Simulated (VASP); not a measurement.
# PbS (Amm2) in VASP: notebook

The runs below take PbS through single point, with PBE.

Program: VASP 6.6.1. These are calculated values, not measurements. Logs are shortened: lines on timing, memory, paths and dates and some standing lists are left out, and cuts for length are marked.

## (1) The cell of the first run

The structure is orthorhombic, space group Amm2 (No. 38). Conventional cell: a = 3.820 Å, b = 4.088 Å, c = 6.935 Å, α = 90.00°, β = 90.00°, γ = 90.00°. Within 4.0 Å of Pb (site symmetry mm2) lie 6 S at 3.00 to 3.02 Å and 2 Pb at 3.82 Å. S (site symmetry mm2) has 6 Pb at 3.00 to 3.02 Å and 2 S at 3.82 Å within 4.0 Å.

## (2) Single point, PBE

Contents of INCAR:

```
PREC = Accurate ; ENCUT = 520
EDIFF = 1E-7 ; ISMEAR = 0
SIGMA = 0.1 ; LREAL = False
LASPH = True ; NELM = 100
ALGO = Normal ; ISIF = 2
LWAVE = False ; LCHARG = False
GGA = PE ; NBANDS = 17
```

Contents of KPOINTS:

```
Automatic mesh
0
Gamma
  4 6 6
```

Contents of POSCAR:

```
PbS
1.0
    3.8195734497      0.0000000000      0.0000000000
    0.0000000000      2.0437832341      3.4672501042
    0.0000000000     -2.0437832341      3.4672501042
Pb S
1 1
Direct
    0.0000000000      0.3625571154      0.3625571154
    0.5000000000      0.0284474946      0.0284474946
```

Potentials or basis: VASP PAW PBE potentials, release 64 (Pb_d, S).

Run with:

```console
$ cat potpaw_PBE.64/Pb_d/POTCAR potpaw_PBE.64/S/POTCAR > POTCAR
$ mpirun -np 1 vasp_std > vasp.out
```

OUTCAR:

```text
PREC = Accurate
   ENCUT = 520
   EDIFF = 1E-7
   ISMEAR = 0
   LREAL = False
   LASPH = True
   NELM = 100
   ISIF = 2
   GGA = PE

 ion  position               nearest neighbor table
   1  0.000  0.363  0.363-   2 3.00   2 3.00   2 3.02   2 3.02   2 3.02   2 3.02
   2  0.500  0.028  0.028-   1 3.00   1 3.00   1 3.02   1 3.02   1 3.02   1 3.02

  LATTYP: Found a base centered orthorhombic cell.
 ALAT       =     4.0875664682
 B/A-ratio  =     1.6964862253
 C/A-ratio  =     0.9344370249

  Lattice vectors:

 A1 = (   0.0000000000,   2.0437832341,  -3.4672501042)
 A2 = (   0.0000000000,   2.0437832341,   3.4672501042)
 A3 = (   3.8195734497,   0.0000000000,   0.0000000000)

Analysis of symmetry for initial positions (statically):
=====================================================================
 Subroutine PRICEL returns:
 Original cell was already a primitive cell.

 Routine SETGRP: Setting up the symmetry group for a
 base centered orthorhombic supercell.

 Subroutine GETGRP returns: Found  4 space group operations
 (whereof  4 operations were pure point group operations)
 out of a pool of  8 trial point group operations.

The static configuration has the point symmetry C_2v.

Analysis of symmetry for dynamics (positions and initial velocities):
=====================================================================
 Subroutine PRICEL returns:
 Original cell was already a primitive cell.

 Routine SETGRP: Setting up the symmetry group for a
 base centered orthorhombic supercell.

 Subroutine GETGRP returns: Found  4 space group operations
 (whereof  4 operations were pure point group operations)
 out of a pool of  8 trial point group operations.

The dynamic configuration has the point symmetry C_2v.

 Subroutine INISYM returns: Found  4 space group operations
 (whereof  4 operations are pure point group operations),
 and found     1 'primitive' translations

----------------------------------------------------------------------------------------

                                     Primitive cell

  volume of cell :      54.1333

  direct lattice vectors                    reciprocal lattice vectors
     3.819573450  0.000000000  0.000000000     0.261809339  0.000000000  0.000000000
     0.000000000  2.043783234  3.467250104     0.000000000  0.244644340  0.144206499
     0.000000000 -2.043783234  3.467250104     0.000000000 -0.244644340  0.144206499

  length of vectors
     3.819573450  4.024782378  4.024782378     0.261809339  0.283983041  0.283983041

  position of ions in fractional coordinates (direct lattice)
     0.000000000  0.362557115  0.362557115
     0.500000000  0.028447495  0.028447495

  ion indices of the primitive-cell ions
   primitive index   ion index
                 1           1
                 2           2

----------------------------------------------------------------------------------------

 KPOINTS: Automatic mesh

Automatic generation of k-mesh.
 Grid dimensions read from file:
 generate k-points for:    4    6    6

 Generating k-lattice:

  Cartesian coordinates                     Fractional coordinates (reciprocal lattice)
     0.065452335  0.000000000  0.000000000     0.250000000  0.000000000  0.000000000
     0.000000000  0.040774057  0.024034417     0.000000000  0.166666667 -0.000000000
     0.000000000 -0.040774057  0.024034417     0.000000000 -0.000000000  0.166666667

  Length of vectors
     0.065452335  0.047330507  0.047330507

  Shift w.r.t. Gamma in fractional coordinates (k-lattice)
     0.000000000  0.000000000  0.000000000

 Subroutine IBZKPT returns following result:
 ===========================================

 Found     39 irreducible k-points:

 Following reciprocal coordinates:
            Coordinates               Weight
  0.000000  0.000000  0.000000      1.000000
  0.250000  0.000000  0.000000      2.000000
  0.500000  0.000000  0.000000      1.000000
  0.000000  0.166667  0.000000      4.000000
  0.250000  0.166667  0.000000      8.000000
  0.500000  0.166667  0.000000      4.000000
[... 16 lines left out ...]
  0.250000 -0.333333  0.166667      8.000000
  0.500000 -0.333333  0.166667      4.000000
 [... further k-points ...]
   k-points           NKPTS =     39   k-points in BZ     NKDIM =     39   number of bands    NBANDS=     17
   number of dos      NEDOS =    301   number of ions     NIONS =      2
   total plane-waves  NPLWV =  25200
   dimension x,y,z NGX =    28 NGY =   30 NGZ =   30
   dimension x,y,z NGXF=    56 NGYF=   60 NGZF=   60
   ions per type =               1   1
   NGX,Y,Z   is equivalent  to a cutoff of  12.19, 12.39, 12.39 a.u.
   NGXF,Y,Z  is equivalent  to a cutoff of  24.37, 24.78, 24.78 a.u.
 SYSTEM =  unknown system
   PREC   = accura    normal or accurate (medium, high low for compatibility)
   ISTART =      0    job   : 0-new  1-cont  2-samecut
   ICHARG =      2    charge: 1-file 2-atom 10-const
   ISPIN  =      1    spin polarized calculation?
   LNONCOLLINEAR =      F non collinear calculations
   LSORBIT =      F    spin-orbit coupling
   LASPH  =      T    aspherical Exc in radial PAW
   ENCUT  =  520.0 eV  38.22 Ry    6.18 a.u.   7.10  7.48  7.48*2*pi/ulx,y,z
   NELM   =    100;   NELMIN=  2; NELMDL= -5     # of ELM steps
   EDIFF  = 0.1E-06   stopping-criterion for ELM
   LREAL  =      F    real-space projection
   EDIFFG = 0.1E-05   stopping-criterion for IOM
   NSW    =      0    number of steps for IOM
   IBRION =     -1    ionic relax: 0-MD 1-quasi-New 2-CG
   NFREE  =      0    steps in history (QN), initial steepest desc. (CG)
   ISIF   =      2    stress and relaxation
   ISYM   =      2    0-nonsym 1-usesym 2-fastsym
   POTIM  = 0.5000    time-step for ionic-motion
   TEBEG  =    0.0;   TEEND  =   0.0 temperature during run
   PSTRESS=    0.0 pullay stress
   NELECT =      20.0000    total number of electrons
   NUPDOWN=      -1.0000    fix difference up-down
   EMIN   =  10.00;   EMAX   =-10.00  energy-range for DOS
   EFERMI =   0.00;   METHOD = LEGACY
   ISMEAR =     0;   SIGMA  =   0.10  broadening in eV -4-tet -1-fermi 0-gaus
   EFERMI_NEDOS =   21; number of points for ismear=-14 and -15
   IALGO  =     38    algorithm
   IMIX   =      4    mixing-type and parameters
     AMIX     =   0.40;   BMIX     =  1.00
     AMIX_MAG =   1.60;   BMIX_MAG =  1.00
  volume/ion in A,a.u.               =      27.07       182.65
  Fermi-wavevector in a.u.,A,eV,Ry     =   1.174708  2.219876 18.775204  1.379939
  Thomas-Fermi vector in A             =   2.311101
   LORBIT       =      0    0 simple, 1 ext, 2 COOP (PROOUT), +10 PAW based schemes
   GGA     = PE    functional components
   LHFCALC =     F    Hartree Fock is set to
   AEXX    =    0.0000 exact exchange contribution
   IVDW    =     0    specifies the selected vdW correction
   LEPSILON=     F    determine dielectric tensor
   LRPA    =     F    only Hartree local field effects (RPA)
 non-spin polarized calculation
 Gauss-broadening in eV      SIGMA  =   0.10
  energy-cutoff  :      520.00
  volume of cell :       54.13
 maximum number of plane-waves:      1475
   NGX = 15   NGY = 15   NGZ = 15

 number of electron      19.9999996 magnetization

 Free energy of the ion-electron system (eV)
  ---------------------------------------------------
  ext. energy  EPLUGINS =         0.00000000
  ---------------------------------------------------
  free energy    TOTEN  =        -8.54032369 eV

  energy without entropy =       -8.53925993  energy(sigma->0) =       -8.53979181

 E-fermi :   5.3915     XC(G=0):  -9.5128

 val. band max:        4.9110734091   @ k =   0.5000  -0.3333   0.3333
 cond. band min:       5.4103842905   @ k =   0.5000   0.0000   0.0000
 fundamental gap:      0.4993108814
 Fermi energy:         5.3914581461

 k-point     1 :       0.0000    0.0000    0.0000
  band No.  band energies     occupation
      1     -11.5662      2.00000
      2     -11.5591      2.00000
      3     -11.5508      2.00000
      4     -11.4487      2.00000
      5     -11.4477      2.00000
      6      -7.9170      2.00000
[... 9 lines left out ...]
     16      16.2763      0.00000
     17      16.5632      0.00000

 k-point     2 :       0.2500    0.0000    0.0000
  band No.  band energies     occupation
      1     -11.5551      2.00000
      2     -11.5471      2.00000
      3     -11.5108      2.00000
      4     -11.4699      2.00000
      5     -11.4689      2.00000
      6      -7.4802      2.00000
[... 9 lines left out ...]
     16      13.8296      0.00000
     17      14.0455      0.00000

 k-point     3 :       0.5000    0.0000    0.0000
  band No.  band energies     occupation
      1     -11.5508      2.00000
      2     -11.5429      2.00000
      3     -11.4911      2.00000
      4     -11.4901      2.00000
      5     -11.4564      2.00000
      6      -6.8214      2.00000
[... 9 lines left out ...]
     16      14.0511      0.00000
     17      14.2406      0.00000

 k-point     4 :       0.0000    0.1667    0.0000
  band No.  band energies     occupation
      1     -11.5679      2.00000
      2     -11.5536      2.00000
      3     -11.5361      2.00000
      4     -11.4575      2.00000
      5     -11.4499      2.00000
      6      -7.7011      2.00000
[... 9 lines left out ...]
     16      15.3160      0.00000
     17      16.0771      0.00000

 k-point     5 :       0.2500    0.1667    0.0000
  band No.  band energies     occupation
      1     -11.5592      2.00000
      2     -11.5327      2.00000
      3     -11.5011      2.00000
      4     -11.4858      2.00000
      5     -11.4716      2.00000
      6      -7.2803      2.00000
[... 9 lines left out ...]
     16      14.2600      0.00000
     17      15.2634      0.00000

 k-point     6 :       0.5000    0.1667    0.0000
  band No.  band energies     occupation
      1     -11.5523      2.00000
      2     -11.5290      2.00000
      3     -11.5156      2.00000
      4     -11.4934      2.00000
      5     -11.4453      2.00000
      6      -6.6707      2.00000
[... 9 lines left out ...]
     16      14.2980      0.00000
     17      15.3565      0.00000

 k-point     7 :       0.0000    0.3333   -0.0000
  band No.  band energies     occupation
      1     -11.5844      2.00000
      2     -11.5338      2.00000
      3     -11.5025      2.00000
      4     -11.4756      2.00000
      5     -11.4536      2.00000
      6      -7.1662      2.00000
[... 9 lines left out ...]
     16      16.1821      0.00000
     17      16.3774      0.00000

 k-point     8 :       0.2500    0.3333   -0.0000
  band No.  band energies     occupation
      1     -11.5745      2.00000
      2     -11.5178      2.00000
      3     -11.5003      2.00000
      4     -11.4774      2.00000
      5     -11.4765      2.00000
      6      -6.8076      2.00000
[... 9 lines left out ...]
     16      15.3097      0.00000
     17      16.8285      0.00000
[... 203 lines left out ...]
      1     -11.5736      2.00000
      2     -11.5304      2.00000
      3     -11.4971      2.00000
      4     -11.4808      2.00000
      5     -11.4600      2.00000
      6      -6.8097      2.00000
[... 9 lines left out ...]
     16      14.8032      0.00000
     17      16.9594      0.00000

 k-point    20 :       0.2500    0.5000    0.1667
  band No.  band energies     occupation
      1     -11.5675      2.00000
      2     -11.5250      2.00000
      3     -11.4995      2.00000
      4     -11.4852      2.00000
      5     -11.4665      2.00000
      6      -6.5138      2.00000
[... 9 lines left out ...]
     16      16.0438      0.00000
     17      17.6448      0.00000

 k-point    21 :       0.5000    0.5000    0.1667
  band No.  band energies     occupation
      1     -11.5779      2.00000
      2     -11.5492      2.00000
      3     -11.5110      2.00000
      4     -11.4949      2.00000
      5     -11.4106      2.00000
      6      -6.1651      2.00000
[... 9 lines left out ...]
     16      17.4675      0.00000
     17      18.2931      0.00000

 k-point    22 :       0.0000   -0.3333    0.1667
  band No.  band energies     occupation
      1     -11.5727      2.00000
      2     -11.5294      2.00000
      3     -11.5004      2.00000
      4     -11.4796      2.00000
      5     -11.4604      2.00000
      6      -6.8245      2.00000
[... 9 lines left out ...]
     16      14.7818      0.00000
     17      16.5659      0.00000

 k-point    23 :       0.2500   -0.3333    0.1667
  band No.  band energies     occupation
      1     -11.5664      2.00000
      2     -11.5239      2.00000
      3     -11.4994      2.00000
      4     -11.4858      2.00000
      5     -11.4689      2.00000
      6      -6.5255      2.00000
[... 9 lines left out ...]
     16      16.2132      0.00000
     17      17.3293      0.00000

 k-point    24 :       0.5000   -0.3333    0.1667
  band No.  band energies     occupation
      1     -11.5764      2.00000
      2     -11.5484      2.00000
      3     -11.5116      2.00000
      4     -11.4960      2.00000
      5     -11.4120      2.00000
      6      -6.1722      2.00000
[... 9 lines left out ...]
     16      17.4169      0.00000
     17      18.3794      0.00000

 [... further k-points ...]
[... 5 lines left out ...]
  --------------------------------------------------------------------------------------
  -------------------------------------------------------------------------------------
  Total       -0.0397446     -0.0568576      0.0610813      0.0000000      0.0000000      0.0000000
  in kB       -1.1763149     -1.6828063      1.8078161      0.0000000      0.0000000      0.0000000
  external PRESSURE =      -0.3504350 kB  Pullay stress =       0.0000000 kB

 VOLUME and BASIS-vectors are now :
 -----------------------------------------------------------------------------
  energy-cutoff  :      520.00
  volume of cell :       54.13
      direct lattice vectors                 reciprocal lattice vectors
     3.819573450  0.000000000  0.000000000     0.261809339  0.000000000  0.000000000
     0.000000000  2.043783234  3.467250104     0.000000000  0.244644340  0.144206499
     0.000000000 -2.043783234  3.467250104     0.000000000 -0.244644340  0.144206499

 POSITION                                       TOTAL-FORCE (eV/Angst)
 -----------------------------------------------------------------------------------
      0.00000      0.00000      2.51415         0.000000      0.000000     -0.008716
      1.90979      0.00000      0.19727         0.000000      0.000000      0.008716
 -----------------------------------------------------------------------------------
    total drift:                               -0.000000     -0.000000     -0.000071

  FREE ENERGIE OF THE ION-ELECTRON SYSTEM (eV)
  ---------------------------------------------------
  free  energy   TOTEN  =        -8.5403236948 eV

  energy  without entropy=       -8.5392599290  energy(sigma->0) =       -8.53979181
```

Run time: 33 s. Hardware: 1 thread of Intel Xeon Platinum 8488C (Sapphire Rapids), shared host; peak memory 0.18 GiB.

Results:

| Quantity | Value |
| --- | --- |
| Free energy | -8.5403 eV |
| Pressure | 0.0 GPa |
| Largest force | 0.009 eV/Å |
| Band gap on the k mesh | zero (band 10 reaches 5.43 eV, above the bottom of band 11 at 4.91 eV) |

Forces on the atoms (eV/Å):
```
Pb   0.000  0.000 -0.009
S    0.000  0.000  0.009
```

Caveat: the k points lie up to 0.41 Å⁻¹ apart; spin-orbit coupling is left out, which moves the levels of the heavy elements.

(Continued in part 2 of 2.)
